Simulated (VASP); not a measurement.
# Si16Ge (a cell with a defect) in VASP: single point with PBE

Aim: the single point of Si16Ge (a cell with a defect) with PBE.

All numbers are computed with VASP 6.6.1; they aren't measurements. Logs are shortened: lines on timing, memory, paths and dates and some standing lists are left out, and cuts for length are marked.

### 1 The cell of the first run

The cell holds a defect, 17 atoms: a = 7.679 Å, b = 7.679 Å, c = 7.679 Å, α = 60.00°, β = 60.00°, γ = 60.00°.

### 2 Single point, PBE

The input, INCAR:

```
PREC = Accurate ; ENCUT = 520
EDIFF = 1E-7 ; ISMEAR = 0
SIGMA = 0.05 ; LREAL = Auto
LASPH = True ; NELM = 100
ALGO = Normal ; ISIF = 2
LWAVE = False ; LCHARG = False
GGA = PE ; NBANDS = 53
```

The input, KPOINTS:

```
Automatic mesh
0
Gamma
  2 2 2
```

The input, POSCAR:

```
Si16Ge
1.0
    0.0000000000      5.4300000000      5.4300000000
    5.4300000000      0.0000000000      5.4300000000
    5.4300000000      5.4300000000      0.0000000000
Si Ge
16 1
Direct
   -0.0032135359      0.0182905157     -0.0025428177
    0.1121720994      0.1601590239      0.1122999079
   -0.0339301105      0.0113501842      0.5114312155
    0.1067333333      0.1267732965      0.6271272560
    0.0231011971      0.5232544199      0.0234798343
    0.1496945672      0.6499632597      0.1503291897
   -0.0031899632      0.4970886740      0.5186562615
    0.1120991713      0.6121494475      0.6603888582
    0.5111574586      0.0112173112     -0.0335648250
    0.6264438306      0.1267023941      0.1074569061
    0.4756459484     -0.0240476059      0.4763853591
    0.6022149171      0.1023602210      0.6025607735
    0.5180215470      0.4970543278     -0.0025532228
    0.6599954880      0.6122776243      0.1123571823
    0.5112366483      0.4662195212      0.5113790055
    0.6264888582      0.6070321363      0.6271011971
    0.3103702578      0.8106063536      0.3109400552
```

Potentials or basis: VASP PAW PBE potentials, release 64 (Si, Ge_d).

Launch:

```bash
cat potpaw_PBE.64/Si/POTCAR potpaw_PBE.64/Ge_d/POTCAR > POTCAR
mpirun -np 1 vasp_std > vasp.out
```

OUTCAR:

```text
PREC = Accurate
   ENCUT = 520
   EDIFF = 1E-7
   ISMEAR = 0
   LREAL = Auto
   LASPH = True
   NELM = 100
   ISIF = 2
   GGA = PE

 ion  position               nearest neighbor table
   1  0.997  0.018  0.997-   4 2.33  10 2.33   2 2.34   6 2.34
   2  0.112  0.160  0.112-   5 2.32   1 2.34  17 2.45   9 2.51   3 2.51
   3  0.966  0.011  0.511-  12 2.32   4 2.33  17 2.44   2 2.51   8 2.51
   4  0.107  0.127  0.627-   7 2.33   1 2.33   3 2.33  11 2.34
   5  0.023  0.523  0.023-   8 2.32   2 2.32  14 2.32   6 2.38
   6  0.150  0.650  0.150-   7 2.34   1 2.34  13 2.34   5 2.38  17 3.02
   7  0.997  0.497  0.519-   4 2.33  16 2.33   8 2.34   6 2.34
   8  0.112  0.612  0.660-   5 2.32   7 2.34  17 2.45  15 2.51   3 2.51
   9  0.511  0.011  0.966-  12 2.32  10 2.33  17 2.44  14 2.51   2 2.51
  10  0.626  0.127  0.107-   1 2.33  13 2.33   9 2.33  11 2.34
  11  0.476  0.976  0.476-   4 2.34  16 2.34  10 2.34  12 2.38
  12  0.602  0.102  0.603-   3 2.32  15 2.32   9 2.32  11 2.38
  13  0.518  0.497  0.997-  16 2.33  10 2.33  14 2.34   6 2.34
  14  0.660  0.612  0.112-   5 2.32  13 2.34  17 2.45   9 2.51  15 2.51
  15  0.511  0.466  0.511-  12 2.32  16 2.33  17 2.44  14 2.51   8 2.51
  16  0.626  0.607  0.627-   7 2.33  13 2.33  15 2.33  11 2.34
  17  0.310  0.811  0.311-   3 2.44  15 2.44   9 2.44   8 2.45   2 2.45  14 2.45   6 3.02

  LATTYP: Found a face centered cubic cell.
 ALAT       =    10.8600000000

  Lattice vectors:

 A1 = (   0.0000000000,   5.4300000000,   5.4300000000)
 A2 = (   5.4300000000,   0.0000000000,   5.4300000000)
 A3 = (   5.4300000000,   5.4300000000,   0.0000000000)

Analysis of symmetry for initial positions (statically):
=====================================================================
 Subroutine PRICEL returns:
 Original cell was already a primitive cell.

 Routine SETGRP: Setting up the symmetry group for a
 face centered cubic supercell.

 Subroutine GETGRP returns: Found  1 space group operations
 (whereof  1 operations were pure point group operations)
 out of a pool of 48 trial point group operations.

The static configuration has the point symmetry C_1 .

Analysis of symmetry for dynamics (positions and initial velocities):
=====================================================================
 Subroutine PRICEL returns:
 Original cell was already a primitive cell.

 Routine SETGRP: Setting up the symmetry group for a
 face centered cubic supercell.

 Subroutine GETGRP returns: Found  1 space group operations
 (whereof  1 operations were pure point group operations)
 out of a pool of 48 trial point group operations.

The dynamic configuration has the point symmetry C_1 .

 Subroutine INISYM returns: Found  1 space group operations
 (whereof  1 operations are pure point group operations),
 and found     1 'primitive' translations

----------------------------------------------------------------------------------------

                                     Primitive cell

  volume of cell :     320.2060

  direct lattice vectors                    reciprocal lattice vectors
     0.000000000  5.430000000  5.430000000    -0.092081031  0.092081031  0.092081031
     5.430000000  0.000000000  5.430000000     0.092081031 -0.092081031  0.092081031
     5.430000000  5.430000000  0.000000000     0.092081031  0.092081031 -0.092081031

  length of vectors
     7.679179644  7.679179644  7.679179644     0.159489025  0.159489025  0.159489025

  position of ions in fractional coordinates (direct lattice)
     0.996786464  0.018290516  0.997457182
     0.112172099  0.160159024  0.112299908
     0.966069889  0.011350184  0.511431215
     0.106733333  0.126773296  0.627127256
     0.023101197  0.523254420  0.023479834
     0.149694567  0.649963260  0.150329190
[... 9 lines left out ...]
     0.626488858  0.607032136  0.627101197
     0.310370258  0.810606354  0.310940055

  ion indices of the primitive-cell ions
   primitive index   ion index
                 1           1
                 2           2
                 3           3
                 4           4
                 5           5
                 6           6
[... 9 lines left out ...]
                16          16
                17          17

----------------------------------------------------------------------------------------

 KPOINTS: Automatic mesh

Automatic generation of k-mesh.
 Grid dimensions read from file:
 generate k-points for:    2    2    2

 Generating k-lattice:

  Cartesian coordinates                     Fractional coordinates (reciprocal lattice)
    -0.046040516  0.046040516  0.046040516     0.500000000  0.000000000  0.000000000
     0.046040516 -0.046040516  0.046040516     0.000000000  0.500000000  0.000000000
     0.046040516  0.046040516 -0.046040516     0.000000000  0.000000000  0.500000000

  Length of vectors
     0.079744512  0.079744512  0.079744512

  Shift w.r.t. Gamma in fractional coordinates (k-lattice)
     0.000000000  0.000000000  0.000000000

 Subroutine IBZKPT returns following result:
 ===========================================

 Found      8 irreducible k-points:

 Following reciprocal coordinates:
            Coordinates               Weight
  0.000000  0.000000  0.000000      1.000000
  0.500000  0.000000  0.000000      1.000000
  0.000000  0.500000  0.000000      1.000000
  0.000000  0.000000  0.500000      1.000000
  0.500000  0.500000  0.500000      1.000000
  0.500000  0.500000  0.000000      1.000000
  0.000000  0.500000  0.500000      1.000000
  0.500000  0.000000  0.500000      1.000000
   k-points           NKPTS =      8   k-points in BZ     NKDIM =      8   number of bands    NBANDS=     53
   number of dos      NEDOS =    301   number of ions     NIONS =     17
   total plane-waves  NPLWV = 216000
   dimension x,y,z NGX =    60 NGY =   60 NGZ =   60
   dimension x,y,z NGXF=   120 NGYF=  120 NGZF=  120
   ions per type =              16   1
   NGX,Y,Z   is equivalent  to a cutoff of  12.99, 12.99, 12.99 a.u.
   NGXF,Y,Z  is equivalent  to a cutoff of  25.98, 25.98, 25.98 a.u.
 SYSTEM =  unknown system
   PREC   = accura    normal or accurate (medium, high low for compatibility)
   ISTART =      0    job   : 0-new  1-cont  2-samecut
   ICHARG =      2    charge: 1-file 2-atom 10-const
   ISPIN  =      1    spin polarized calculation?
   LNONCOLLINEAR =      F non collinear calculations
   LSORBIT =      F    spin-orbit coupling
   LASPH  =      T    aspherical Exc in radial PAW
   ENCUT  =  520.0 eV  38.22 Ry    6.18 a.u.  14.28 14.28 14.28*2*pi/ulx,y,z
   NELM   =    100;   NELMIN=  2; NELMDL= -5     # of ELM steps
   EDIFF  = 0.1E-06   stopping-criterion for ELM
   LREAL  =      T    real-space projection
   EDIFFG = 0.1E-05   stopping-criterion for IOM
   NSW    =      0    number of steps for IOM
   IBRION =     -1    ionic relax: 0-MD 1-quasi-New 2-CG
   NFREE  =      0    steps in history (QN), initial steepest desc. (CG)
   ISIF   =      2    stress and relaxation
   ISYM   =      2    0-nonsym 1-usesym 2-fastsym
   POTIM  = 0.5000    time-step for ionic-motion
   TEBEG  =    0.0;   TEEND  =   0.0 temperature during run
   PSTRESS=    0.0 pullay stress
   NELECT =      78.0000    total number of electrons
   NUPDOWN=      -1.0000    fix difference up-down
   EMIN   =  10.00;   EMAX   =-10.00  energy-range for DOS
   EFERMI =   0.00;   METHOD = LEGACY
   ISMEAR =     0;   SIGMA  =   0.05  broadening in eV -4-tet -1-fermi 0-gaus
   EFERMI_NEDOS =   21; number of points for ismear=-14 and -15
   IALGO  =     38    algorithm
   IMIX   =      4    mixing-type and parameters
     AMIX     =   0.40;   BMIX     =  1.00
     AMIX_MAG =   1.60;   BMIX_MAG =  1.00
  volume/ion in A,a.u.               =      18.84       127.11
  Fermi-wavevector in a.u.,A,eV,Ry     =   1.022421  1.932096 14.222785  1.045345
  Thomas-Fermi vector in A             =   2.156100
   LORBIT       =      0    0 simple, 1 ext, 2 COOP (PROOUT), +10 PAW based schemes
   GGA     = PE    functional components
   LHFCALC =     F    Hartree Fock is set to
   AEXX    =    0.0000 exact exchange contribution
   IVDW    =     0    specifies the selected vdW correction
   LEPSILON=     F    determine dielectric tensor
   LRPA    =     F    only Hartree local field effects (RPA)
 non-spin polarized calculation
 Gauss-broadening in eV      SIGMA  =   0.05
  energy-cutoff  :      520.00
  volume of cell :      320.21
 maximum number of plane-waves:      8646
 NGX is ok and might be reduce to    60
   NGX = 29   NGY = 29   NGZ = 29

 number of electron      78.0000002 magnetization

 Free energy of the ion-electron system (eV)
  ---------------------------------------------------
  ext. energy  EPLUGINS =         0.00000000
  ---------------------------------------------------
  free energy    TOTEN  =       -86.35773157 eV

  energy without entropy =      -86.35662930  energy(sigma->0) =      -86.35718043

 E-fermi :   6.6352     XC(G=0):  -9.7733

 val. band max:        6.5628273854   @ k =   0.5000   0.5000   0.5000
 cond. band min:       6.7147798388   @ k =   0.0000   0.0000   0.0000
 fundamental gap:      0.1519524534
 Fermi energy:         6.6352043211

 k-point     1 :       0.0000    0.0000    0.0000
  band No.  band energies     occupation
      1     -17.9177      2.00000
      2     -17.9177      2.00000
      3     -17.7880      2.00000
      4     -17.7880      2.00000
      5     -17.7824      2.00000
      6      -6.3415      2.00000
[... 43 lines left out ...]
     50       8.6140      0.00000
     51       8.8300      0.00000

 k-point     2 :       0.5000    0.0000    0.0000
  band No.  band energies     occupation
      1     -17.9177      2.00000
      2     -17.9177      2.00000
      3     -17.7880      2.00000
      4     -17.7880      2.00000
      5     -17.7824      2.00000
      6      -5.9157      2.00000
[... 316 lines left out ...]
 k-point     8 :       0.5000    0.0000    0.5000
  band No.  band energies     occupation
      1     -17.9177      2.00000
      2     -17.9177      2.00000
      3     -17.7880      2.00000
      4     -17.7880      2.00000
      5     -17.7824      2.00000
      6      -5.8064      2.00000
[... 43 lines left out ...]
     50      10.3861      0.00000
     51      10.4229      0.00000
 [bands above 51 left out]

------------------------ aborting loop because EDIFF is reached ----------------------------------------

  FORCE on cell =-STRESS in cart. coord.  units (eV):
  Direction    XX          YY          ZZ          XY          YZ          ZX
  --------------------------------------------------------------------------------------
  -------------------------------------------------------------------------------------
  Total       10.8715188     10.8725352     10.8750623     -1.2903252     -1.2872437     -1.2893030
  in kB       54.3965454     54.4016309     54.4142755     -6.4562492     -6.4408306     -6.4511343
  external PRESSURE =      54.4041506 kB  Pullay stress =       0.0000000 kB

 VOLUME and BASIS-vectors are now :
 -----------------------------------------------------------------------------
  energy-cutoff  :      520.00
  volume of cell :      320.21
      direct lattice vectors                 reciprocal lattice vectors
     0.000000000  5.430000000  5.430000000    -0.092081031  0.092081031  0.092081031
     5.430000000  0.000000000  5.430000000     0.092081031 -0.092081031  0.092081031
     5.430000000  5.430000000  0.000000000     0.092081031  0.092081031 -0.092081031

 POSITION                                       TOTAL-FORCE (eV/Angst)
 -----------------------------------------------------------------------------------
      5.51551     10.82874      5.51187         0.000061     -0.005017     -0.000978
      1.47945      1.21888      1.47876        -0.000626      0.004034     -0.005183
      2.83870      8.02283      5.30739        -0.004821      0.003571      0.001752
      4.09368      3.98486      1.26794         0.003015      0.001255      0.000398
      2.96877      0.25294      2.96671        -0.008271     -0.008369     -0.008773
      4.34559      1.62913      4.34214         0.002710      0.004343      0.006730
[... 9 lines left out ...]
      6.70134      6.80699      6.69802         0.001285      0.003733     -0.000406
      6.09000      3.37371      6.08690         0.003177      0.004897      0.007532
 -----------------------------------------------------------------------------------
    total drift:                               -0.002576      0.000193      0.002102

  FREE ENERGIE OF THE ION-ELECTRON SYSTEM (eV)
  ---------------------------------------------------
  free  energy   TOTEN  =       -86.3577315650 eV

  energy  without entropy=      -86.3566293043  energy(sigma->0) =      -86.35718043
```

Wall time 3.5 min (1 thread of Intel Xeon Platinum 8259CL at 2.50GHz (Skylake/Cascade Lake), shared host); peak memory 0.49 GiB.

Results:

```
Free energy            : -86.3577 eV
Pressure               : 5.4 GPa
Largest force          : 0.015 eV/Å
Band gap on the k mesh : 0.15 eV
```

Forces on the atoms (eV/Å):
```
Si   0.000 -0.005 -0.001
Si  -0.001  0.004 -0.005
Si  -0.005  0.004  0.002
Si   0.003  0.001  0.000
Si  -0.008 -0.008 -0.009
Si   0.003  0.004  0.007
Si   0.000 -0.001 -0.003
Si  -0.001 -0.003  0.005
Si   0.005  0.004 -0.003
Si   0.001  0.000  0.005
Si  -0.008 -0.007 -0.005
Si   0.005  0.005  0.004
Si  -0.006  0.000 -0.001
Si   0.004 -0.003 -0.005
Si   0.005 -0.004  0.002
Si   0.001  0.004  0.000
Ge   0.003  0.005  0.008
```

Stress tensor (GPa, compression positive):
```
 5.44 -0.65 -0.65
-0.65  5.44 -0.64
-0.65 -0.64  5.44
```

Levels at points of the mesh, in eV from the valence-band top:
```
           k point  band 37  band 38  band 39  band 40  band 41  band 42
(0.00, 0.00, 0.00)    -0.36    -0.33    -0.33     0.15     0.15     0.50
(0.50, 0.00, 0.00)    -1.14    -0.55    -0.22     0.46     0.95     1.10
(0.00, 0.50, 0.00)    -1.14    -0.55    -0.22     0.46     0.95     1.10
(0.00, 0.00, 0.50)    -1.14    -0.55    -0.22     0.46     0.95     1.10
(0.50, 0.50, 0.50)    -1.00    -1.00     0.00     0.65     0.65     1.39
(0.50, 0.50, 0.00)    -1.48    -0.37    -0.03     0.66     1.63     1.65
(0.00, 0.50, 0.50)    -1.48    -0.37    -0.03     0.66     1.63     1.65
(0.50, 0.00, 0.50)    -1.48    -0.37    -0.03     0.66     1.63     1.65
```

Caveat: the k points lie up to 0.50 Å⁻¹ apart.
